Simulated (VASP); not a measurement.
# Mg8HO8 (a cell with a defect) in VASP: a series of runs

The runs below take Mg8HO8 (a cell with a defect) through single point, with PBE+D3(BJ).

All numbers are computed with VASP 6.6.1; they aren't measurements. Logs are shortened: lines on timing, memory, paths and dates and some standing lists are left out, and cuts for length are marked.

**1. The cell of the first run**

The cell holds a defect, 17 atoms: a = 5.446 Å, b = 5.446 Å, c = 5.446 Å, α = 60.00°, β = 60.00°, γ = 60.00°.

**2. Single point, PBE+D3(BJ), collinear spin**

Input file INCAR:

```
SYSTEM = Mg8HO8
PREC     = Accurate       ! precision mode
ENCUT    = 520            ! plane-wave cutoff, eV
EDIFF    = 1E-6           ! SCF threshold, eV
ISMEAR   = 0              ! smearing method
SIGMA    = 0.05           ! smearing width, eV
LREAL    = .FALSE.        ! projectors in reciprocal space
LASPH    = .TRUE.         ! aspherical terms in the spheres
NELM     = 200            ! most SCF steps
ALGO     = Normal         ! electronic algorithm
ISIF     = 2              ! what is computed and relaxed
LWAVE    = .FALSE.        ! write WAVECAR
LCHARG   = .FALSE.        ! write CHGCAR
ISPIN    = 2              ! spin polarisation
MAGMOM   = 0 0 0 0 0 0 0 0 0.09 0.09 0 0.09 0 0.09 0 0 0.4 ! initial moments
LORBIT   = 11             ! projections on sites
GGA      = PE             ! functional
IVDW     = 12             ! dispersion correction
NBANDS   = 50             ! bands
GGA_COMPAT= .FALSE.
```

Input file KPOINTS:

```
regular mesh
0
G
  3 3 3
  0 0 0
```

Input file POSCAR:

```
Mg8HO8
1.0
    0.0000000000      3.8510000000      3.8510000000
    3.8510000000      0.0000000000      3.8510000000
    3.8510000000      3.8510000000      0.0000000000
Mg O H
8 8 1
Direct
    0.0011841080     -0.0167712283      0.0130547910
   -0.0032334459      0.0036086731      0.5025146715
    0.0001941054      0.4964059984     -0.0047230589
    0.0010962088      0.5141323033      0.4821621657
    0.4986117891     -0.0038395222      0.0062744742
    0.4960053233      0.0037274734      0.5025869904
    0.5072261750      0.4964128798     -0.0046746300
    0.4985296027      0.5072691509      0.4951598286
    0.2469571540      0.2533710724      0.2518589977
    0.2766761880      0.2463180992      0.7454014542
    0.2516047780      0.7511885225      0.2502274734
    0.2469271618      0.7529471566      0.7522740847
    0.7484333939      0.2477390288      0.2544435212
    0.7320080499      0.2465479096      0.7455196053
    0.7459353415      0.7512903142      0.2501887821
    0.7484574137      0.7555485588      0.7466456764
   -0.0617404570      0.3142878473      0.8131980005
```

Potentials or basis: VASP PAW PBE potentials, release 64 (Mg, O, H).

Run with:

```bash
$ cat potpaw_PBE.64/Mg/POTCAR potpaw_PBE.64/O/POTCAR potpaw_PBE.64/H/POTCAR > POTCAR
$ mpirun -np 1 vasp_std > vasp.out
```

OUTCAR:

```text
SYSTEM = Mg8HO8
   PREC = Accurate
   ENCUT = 520
   EDIFF = 1E-6
   ISMEAR = 0
   LREAL = .FALSE.
   LASPH = .TRUE.
   NELM = 200
   ISIF = 2
   ISPIN = 2
   LORBIT = 11
   GGA = PE
   IVDW = 12
 IVDW          = 12

 ion  position               nearest neighbor table
   1  0.001  0.983  0.013-  17 1.53  15 1.88  11 1.88  12 1.89  13 1.95  14 2.07  10 2.07   4 2.55
                             3 2.70   7 2.70   6 2.71   2 2.71   5 2.72   5 2.73   2 2.74   6 2.74
   2  0.997  0.004  0.503-  14 1.88  16 1.91  13 1.91  12 1.93   9 1.93  11 1.94   1 2.71   4 2.71
                             5 2.72   8 2.72   6 2.72   3 2.72   3 2.72   6 2.73   8 2.73   5 2.73
   3  0.000  0.496  0.995-  16 1.93  13 1.93  10 1.93  17 1.93  12 1.94   9 1.94  15 1.96   7 2.68
                             4 2.70   1 2.70   8 2.72   5 2.72   2 2.72   2 2.72   5 2.73   8 2.73
   4  0.001  0.514  0.482-  17 1.53  15 1.88  11 1.88   9 1.89  16 1.95  14 2.07  10 2.08   1 2.55
                             3 2.70   7 2.71   6 2.71   2 2.71   8 2.72   8 2.73   2 2.74   6 2.74
   5  0.499  0.996  0.006-  10 1.86  14 1.87  15 1.89  11 1.89  16 1.93   9 1.94   8 2.66   6 2.72
                             2 2.72   7 2.72   3 2.72   1 2.72   1 2.73   3 2.73   2 2.73   7 2.73
   6  0.496  0.004  0.503-  10 1.87  13 1.91  16 1.91   9 1.92  12 1.92  15 1.94   4 2.71   1 2.71
                             5 2.72   8 2.72   2 2.72   7 2.72   7 2.72   2 2.73   8 2.73   5 2.73
   7  0.507  0.496  0.995-  13 1.93  16 1.93  14 1.93   9 1.94  12 1.94  17 1.95  11 1.96   3 2.68
                             1 2.70   4 2.71   5 2.72   8 2.72   6 2.72   6 2.72   8 2.73   5 2.73
   8  0.499  0.507  0.495-  10 1.86  14 1.87  15 1.89  11 1.89  13 1.93  12 1.94   5 2.66   6 2.72
                             2 2.72   7 2.72   3 2.72   4 2.72   4 2.73   3 2.73   2 2.73   7 2.73
   9  0.247  0.253  0.252-   4 1.89   6 1.92   2 1.93   5 1.94   7 1.94   3 1.94
  10  0.277  0.246  0.745-   5 1.86   8 1.86   6 1.87   3 1.93   1 2.07   4 2.08
  11  0.252  0.751  0.250-   4 1.88   1 1.88   8 1.89   5 1.89   2 1.94   7 1.96
  12  0.247  0.753  0.752-   1 1.89   6 1.92   2 1.93   8 1.94   3 1.94   7 1.94
  13  0.748  0.248  0.254-   2 1.91   6 1.91   8 1.93   7 1.93   3 1.93   1 1.95
  14  0.732  0.247  0.746-   5 1.87   8 1.87   2 1.88   7 1.93   4 2.07   1 2.07
  15  0.746  0.751  0.250-   4 1.88   1 1.88   5 1.89   8 1.89   6 1.94   3 1.96
  16  0.748  0.756  0.747-   2 1.91   6 1.91   5 1.93   7 1.93   3 1.93   4 1.95
  17  0.938  0.314  0.813-   4 1.53   1 1.53   3 1.93   7 1.95

  LATTYP: Found a face centered cubic cell.
 ALAT       =     7.7020000000

  Lattice vectors:

 A1 = (   0.0000000000,   3.8510000000,   3.8510000000)
 A2 = (   3.8510000000,   0.0000000000,   3.8510000000)
 A3 = (   3.8510000000,   3.8510000000,   0.0000000000)

Analysis of symmetry for initial positions (statically):
=====================================================================
 Subroutine PRICEL returns:
 Original cell was already a primitive cell.

 Routine SETGRP: Setting up the symmetry group for a
 face centered cubic supercell.

 Subroutine GETGRP returns: Found  1 space group operations
 (whereof  1 operations were pure point group operations)
 out of a pool of 48 trial point group operations.

The static configuration has the point symmetry C_1 .

Analysis of symmetry for dynamics (positions and initial velocities):
=====================================================================
 Subroutine PRICEL returns:
 Original cell was already a primitive cell.

 Routine SETGRP: Setting up the symmetry group for a
 face centered cubic supercell.

 Subroutine GETGRP returns: Found  1 space group operations
 (whereof  1 operations were pure point group operations)
 out of a pool of 48 trial point group operations.

The dynamic configuration has the point symmetry C_1 .

Analysis of structural, dynamic, and magnetic symmetry:
=====================================================================
 Subroutine PRICEL returns:
 Original cell was already a primitive cell.

 Routine SETGRP: Setting up the symmetry group for a
 face centered cubic supercell.

 Subroutine GETGRP returns: Found  1 space group operations
 (whereof  1 operations were pure point group operations)
 out of a pool of 48 trial point group operations.

The overall configuration has the point symmetry C_1 .

 Subroutine INISYM returns: Found  1 space group operations
 (whereof  1 operations are pure point group operations),
 and found     1 'primitive' translations

----------------------------------------------------------------------------------------

                                     Primitive cell

  volume of cell :     114.2222

  direct lattice vectors                    reciprocal lattice vectors
     0.000000000  3.851000000  3.851000000    -0.129836406  0.129836406  0.129836406
     3.851000000  0.000000000  3.851000000     0.129836406 -0.129836406  0.129836406
     3.851000000  3.851000000  0.000000000     0.129836406  0.129836406 -0.129836406

  length of vectors
[... 104 lines left out ...]
   NSW    =      0    number of steps for IOM
   IBRION =     -1    ionic relax: 0-MD 1-quasi-New 2-CG
   NFREE  =      0    steps in history (QN), initial steepest desc. (CG)
   ISIF   =      2    stress and relaxation
   ISYM   =      2    0-nonsym 1-usesym 2-fastsym
   POTIM  = 0.5000    time-step for ionic-motion
   TEBEG  =    0.0;   TEEND  =   0.0 temperature during run
   PSTRESS=    0.0 pullay stress
   NELECT =      65.0000    total number of electrons
   NUPDOWN=      -1.0000    fix difference up-down
   EMIN   =  10.00;   EMAX   =-10.00  energy-range for DOS
   EFERMI =   0.00;   METHOD = LEGACY
   ISMEAR =     0;   SIGMA  =   0.05  broadening in eV -4-tet -1-fermi 0-gaus
   EFERMI_NEDOS =   21; number of points for ismear=-14 and -15
   IALGO  =     38    algorithm
   IMIX   =      4    mixing-type and parameters
     AMIX     =   0.40;   BMIX     =  1.00
     AMIX_MAG =   1.60;   BMIX_MAG =  1.00
  volume/ion in A,a.u.               =       6.72        45.34
  Fermi-wavevector in a.u.,A,eV,Ry     =   1.356633  2.563665 25.040891  1.840454
  Thomas-Fermi vector in A             =   2.483620
   LORBIT       =     11    0 simple, 1 ext, 2 COOP (PROOUT), +10 PAW based schemes
   GGA     = PE    functional components
   LHFCALC =     F    Hartree Fock is set to
   AEXX    =    0.0000 exact exchange contribution
   IVDW    =    12    specifies the selected vdW correction
   LEPSILON=     F    determine dielectric tensor
   LRPA    =     F    only Hartree local field effects (RPA)
 spin polarized calculation
 Gauss-broadening in eV      SIGMA  =   0.05
  energy-cutoff  :      520.00
  volume of cell :      114.22
 maximum number of plane-waves:      3119
 NGX is ok and might be reduce to    42
   NGX = 21   NGY = 21   NGZ = 21

 number of electron      64.9999994 magnetization       0.9260390

 Free energy of the ion-electron system (eV)
  ---------------------------------------------------
  ext. energy  EPLUGINS =         0.00000000
  ---------------------------------------------------
  free energy    TOTEN  =       -84.29273326 eV

  energy without entropy =      -84.29165705  energy(sigma->0) =      -84.29219515

 E-fermi :  10.3379     XC(G=0): -12.5170

 val. band max:       10.3376312985   @ k =   0.3333  -0.3333  -0.3333
 cond. band min:      10.7321578046   @ k =   0.0000   0.0000   0.3333
 fundamental gap:      0.3945265061
 Fermi energy:        10.3379456331

 spin component 1

 k-point     1 :       0.0000    0.0000    0.0000
  band No.  band energies     occupation
      1     -13.4203      1.00000
      2     -11.4498      1.00000
      3     -11.3604      1.00000
      4     -11.1602      1.00000
      5     -11.1421      1.00000
      6     -10.9368      1.00000
[... 647 lines left out ...]
     43      18.4249      0.00000
     44      18.9973      0.00000
 Fermi energy:        10.3379456331

 spin component 2

 k-point     1 :       0.0000    0.0000    0.0000
  band No.  band energies     occupation
      1     -13.3287      1.00000
      2     -11.3372      1.00000
      3     -11.3128      1.00000
      4     -11.1318      1.00000
      5     -11.1269      1.00000
      6     -10.7726      1.00000
[... 647 lines left out ...]
     43      18.4631      0.00000
     44      19.0336      0.00000
 [bands above 44 left out]

------------------------ aborting loop because EDIFF is reached ----------------------------------------

 Edisp (eV)   -6.42990

 E8    (eV) :    -2.5031

  FORCE on cell =-STRESS in cart. coord.  units (eV):
  Direction    XX          YY          ZZ          XY          YZ          ZX
  --------------------------------------------------------------------------------------
  -------------------------------------------------------------------------------------
  Total      56.89405    63.76277    63.74369    -0.00206    -0.15441    -0.00101
  in kB     798.04410   894.39061   894.12297    -0.02888    -2.16591    -0.01422
  external pressure =      862.19 kB  Pullay stress =        0.00 kB

 VOLUME and BASIS-vectors are now :
 -----------------------------------------------------------------------------
  energy-cutoff  :      520.00
  volume of cell :      114.22
      direct lattice vectors                 reciprocal lattice vectors
     0.000000000  3.851000000  3.851000000    -0.129836406  0.129836406  0.129836406
     3.851000000  0.000000000  3.851000000     0.129836406 -0.129836406  0.129836406
     3.851000000  3.851000000  0.000000000     0.129836406  0.129836406 -0.129836406

 POSITION                                       TOTAL-FORCE (eV/Angst)
 -----------------------------------------------------------------------------------
      3.83669      0.05483      3.79097        -0.193346     -0.105712      0.119242
      1.94908      5.77373      3.85244        -0.218999     -0.024459     -0.023105
      5.74447      3.83356      1.91241        -0.080522     -0.025609     -0.030738
      3.83673      1.86103      1.98415        -0.193827      0.121427     -0.104685
      3.86038      1.94432      5.75637        -0.080140     -0.060056      0.050044
      1.94982      3.84558      1.92447        -0.232160      0.033946      0.027132
[... 9 lines left out ...]
      5.78495      5.75764      5.79193        -0.003220     -0.054440      0.053783
      4.34195      6.74486      4.82356         2.204708     -0.017745     -0.018094
 -----------------------------------------------------------------------------------
    total drift:                                0.000559     -0.000171     -0.000060

  FREE ENERGIE OF THE ION-ELECTRON SYSTEM (eV)
  ---------------------------------------------------
  free  energy   TOTEN  =       -90.7226283108 eV

  energy  without entropy=      -90.7215520990  energy(sigma->0) =      -90.72209020

 total charge

# of ion       s       p       d       tot
------------------------------------------
    1        0.206   0.305   0.168   0.680
    2        0.201   0.298   0.161   0.659
    3        0.194   0.284   0.153   0.631
    4        0.206   0.305   0.168   0.680
    5        0.206   0.311   0.171   0.688
    6        0.201   0.298   0.161   0.660
[... 9 lines left out ...]
   16        1.559   3.732   0.000   5.291
   17        0.639   0.034   0.000   0.673
--------------------------------------------------
tot         14.738  32.289   1.305  48.332

 magnetization (x)

# of ion       s       p       d       tot
------------------------------------------
    1        0.003   0.008   0.011   0.023
    2       -0.000   0.000   0.001   0.001
    3       -0.001  -0.000   0.002   0.001
    4        0.003   0.008   0.011   0.023
    5        0.001   0.002   0.003   0.006
    6       -0.000   0.000   0.001   0.001
[... 9 lines left out ...]
   16        0.004   0.034   0.000   0.038
   17        0.283   0.003   0.000   0.286
--------------------------------------------------
tot          0.331   0.365   0.034   0.730
```

Wall time 6.8 min (1 thread of Intel Xeon 8259CL, shared host); peak memory 0.42 GiB.

Results:

* Free energy: -90.7226 eV
* Pressure: 86.2 GPa
* Largest force: 2.205 eV/Å
* Net moment: 0.93 μB per cell
* Site moments: Mg +0.02, +0.00, +0.01 (each value once); O -0.00, +0.16, +0.04, +0.15 (each value once); H +0.29 μB
* Valence electrons inside the program's atomic spheres: Mg 0.68, 0.66, 0.63, 0.69 (each value once); O 5.29, 5.28, 5.31 (each value once); H 0.67
* Dispersion energy per atom: -0.378 eV

Forces in eV/Å, atoms in the order of the input:
```
Mg  -0.193 -0.106  0.119
Mg  -0.219 -0.024 -0.023
Mg  -0.081 -0.026 -0.031
Mg  -0.194  0.121 -0.105
Mg  -0.080 -0.060  0.050
Mg  -0.232  0.034  0.027
Mg  -0.081  0.039  0.041
Mg  -0.080  0.056 -0.051
O   -0.145  0.004 -0.007
O   -0.270 -0.209 -0.206
O   -0.106  0.000  0.007
O   -0.146 -0.002  0.009
O   -0.002  0.059 -0.050
O   -0.265  0.180  0.185
O   -0.109  0.004 -0.002
O   -0.003 -0.054  0.054
H    2.205 -0.018 -0.018
```

Levels at points of the mesh, in eV from the Fermi level:
Spin up:
```tsv
k point	band 30	band 31	band 32	band 33	band 34	band 35	band 36	band 37
(0.00, 0.00, 0.00)	-4.81	-4.77	-4.76	-1.86	3.27	4.41	4.53	4.56
```
Spin down:
```csv
k point,band 29,band 30,band 31,band 32,band 33,band 34,band 35,band 36
"(0.00, 0.00, 0.00)",-5.68,-4.69,-4.68,-4.64,-0.25,3.32,4.44,4.55
```

Caveat: the k points lie up to 0.47 Å⁻¹ apart.

**3. Single point, PBE+D3(BJ), collinear spin**

Input file INCAR:

```
PREC = Accurate ; ENCUT = 520
EDIFF = 1E-6 ; ISMEAR = 0
SIGMA = 0.05 ; LREAL = False
LASPH = True ; NELM = 200
ALGO = Normal ; ISIF = 2
LWAVE = False ; LCHARG = False
ISPIN = 2 ; MAGMOM = 0 0 0 0 0 0 0 0 0.09 0.09 0 0.09 0 0.09 0 0 0.4
LORBIT = 11 ; GGA = PE
IVDW = 12 ; NBANDS = 50
GGA_COMPAT = False
```

Input file KPOINTS:

```
regular mesh
0
Gamma
  3 3 3
```

Input file POSCAR:

```
Mg8HO8
1.0
    0.0000000000      3.8510000000      3.8510000000
    3.8510000000      0.0000000000      3.8510000000
    3.8510000000      3.8510000000      0.0000000000
Mg O H
8 8 1
Direct
   -0.0020647884     -0.0136755388      0.0169045702
   -0.0001793041      0.0039572838      0.5032203324
    0.0020812776      0.4973186185     -0.0034183329
   -0.0020668657      0.5176534666      0.4855794599
    0.5010895871     -0.0060444041      0.0029594910
    0.4920947806      0.0039574137      0.5032207219
    0.5031133472      0.4973182290     -0.0034184627
    0.5010910153      0.5036991690      0.4932133212
    0.2509844196      0.2529885744      0.2441363282
    0.2672699299      0.2543286159      0.7535880291
    0.2536907297      0.7493723708      0.2486297066
    0.2509855882      0.7448731498      0.7522496754
    0.7523125162      0.2471034796      0.2473654895
    0.7239017138      0.2543296546      0.7535888081
    0.7474039211      0.7493730200      0.2486300961
    0.7523114775      0.7481029603      0.7463680862
    0.0631355492      0.1867738250      0.6860236302
```

Potentials or basis: VASP PAW PBE potentials, release 64 (Mg, O, H).

Run with:

```bash
$ cat potpaw_PBE.64/Mg/POTCAR potpaw_PBE.64/O/POTCAR potpaw_PBE.64/H/POTCAR > POTCAR
$ mpirun -np 1 vasp_std > vasp.out
```

Wall time 4.2 min (1 thread of Intel Xeon 8259CL, shared host); peak memory 0.41 GiB.

Results (log left out):

| Quantity | Value |
| --- | --- |
| Free energy | -90.7191 eV |
| Pressure | 86.2 GPa |
| Largest force | 2.234 eV/Å |
| Net moment | 0.93 μB per cell |
| Site moments | Mg +0.02, +0.00, +0.01 (each value once); O +0.04, +0.15, -0.00 (each value once); H +0.28 μB |
| Valence electrons inside the program's atomic spheres | Mg 0.68, 0.63, 0.66, 0.69 (each value once); O 5.29, 5.28, 5.31 (each value once); H 0.67 |
| Dispersion energy per atom | -0.378 eV |

Forces in eV/Å, atoms in the order of the input:
```
Mg   0.193 -0.123  0.123
Mg   0.130  0.027  0.027
Mg   0.184  0.027  0.027
Mg   0.193  0.123 -0.123
Mg   0.091 -0.020  0.020
Mg   0.130 -0.027 -0.027
Mg   0.184 -0.027 -0.027
Mg   0.091  0.020 -0.020
O    0.020 -0.056  0.056
O    0.259 -0.163 -0.163
O    0.110 -0.008 -0.008
O    0.020  0.056 -0.056
O    0.131 -0.010  0.010
O    0.259  0.163  0.163
O    0.110  0.008  0.008
O    0.131  0.010 -0.010
H   -2.234  0.000  0.000
```

Stress tensor (GPa, compression positive):
```
79.77  0.00  0.00
 0.00 89.42 -0.19
 0.00 -0.19 89.42
```

Levels at points of the mesh, in eV from the Fermi level:
Spin up:
```csv
k point,band 29,band 30,band 31,band 32,band 33,band 34,band 35,band 36,band 37,band 38
"(0.00, 0.00, 0.00)",-5.73,-4.84,-4.80,-4.79,-1.85,3.24,4.38,4.50,4.53,4.83
```
Spin down:
| k point | band 30 | band 31 | band 32 | band 33 | band 34 | band 35 |
| --- | --- | --- | --- | --- | --- | --- |
| (0.00, 0.00, 0.00) | -4.72 | -4.71 | -4.67 | -0.25 | 3.29 | 4.41 |

Caveat: the k points lie up to 0.47 Å⁻¹ apart.
